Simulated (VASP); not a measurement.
Wanted: the native input for a VASP 6.6.1 run.

| Property | Result |
| --- | --- |
| Task | single point |
| Functional | PBE |
| Potentials or basis | VASP PAW PBE potentials, release 64 (Rb_sv, Sc_sv, Pt, C, N) |
| Cutoff | 520 eV |
| k mesh | 4 × 4 × 4 |
| Occupations | gaussian, width 0.1 eV |
| Spin | no spin polarisation |
| Dipole correction | no |
| Further INCAR settings | LREAL = Auto; ALGO = Normal; EDIFF = 1e-06; NBANDS = 55 |

The structure of RbScPtC6N6 lies in POSCAR:

```
RbScPtC6N6
1.0
    0.0000000000      5.2070000000      5.2070000000
    5.2070000000      0.0000000000      5.2070000000
    5.2070000000      5.2070000000      0.0000000000
Rb Sc Pt C N
1 1 1 6 6
Direct
    0.7500000000      0.7500000000      0.7500000000
    0.5000000000      0.5000000000      0.5000000000
    0.0000000000      0.0000000000      0.0000000000
    0.8159208800      0.1840791200      0.1840791200
    0.1840791200      0.1840791200      0.8159208800
    0.8159208800      0.1840791200      0.8159208800
    0.1840791200      0.8159208800      0.8159208800
    0.8159208800      0.8159208800      0.1840791200
    0.1840791200      0.8159208800      0.1840791200
    0.7035721100      0.2964278900      0.2964278900
    0.2964278900      0.2964278900      0.7035721100
    0.7035721100      0.2964278900      0.7035721100
    0.2964278900      0.7035721100      0.7035721100
    0.7035721100      0.7035721100      0.2964278900
    0.2964278900      0.7035721100      0.2964278900
```

One way to write it, as run:

INCAR

```
PREC = Accurate
ENCUT = 520
EDIFF = 1E-6
ISMEAR = 0
SIGMA = 0.1
LREAL = Auto
LASPH = True
NELM = 60
ALGO = Normal
ISIF = 2
LWAVE = False
LCHARG = True
GGA = PE
LELF = True
LVHAR = True
NBANDS = 55
```

KPOINTS

```
Automatic mesh
0
Gamma
  4 4 4
```

Potentials or basis: VASP PAW PBE potentials, release 64 (Rb_sv, Sc_sv, Pt, C, N).

Launch:

```sh
$ cat potpaw_PBE.64/Rb_sv/POTCAR potpaw_PBE.64/Sc_sv/POTCAR potpaw_PBE.64/Pt/POTCAR potpaw_PBE.64/C/POTCAR potpaw_PBE.64/N/POTCAR > POTCAR
$ mpirun -np 1 vasp_std > vasp.out
```

It gave:

```json
{"Pressure": "9.9 GPa", "Largest force": "1.233 eV/Å", "Band gap on the k mesh": "zero (bands 42 and 43 overlap by 0.28 eV)"}
```

Caveat: the cell stands under pressure; spin-orbit coupling is left out, which moves the levels of the heavy elements; forces of over 1 eV/Å act on the atoms, so gaps and moduli don't describe the material at rest.

Run time: 3.1 min on 1 thread of Intel(R) Xeon(R) 6975P-C (Granite Rapids) (shared host), peak memory 0.47 GiB.
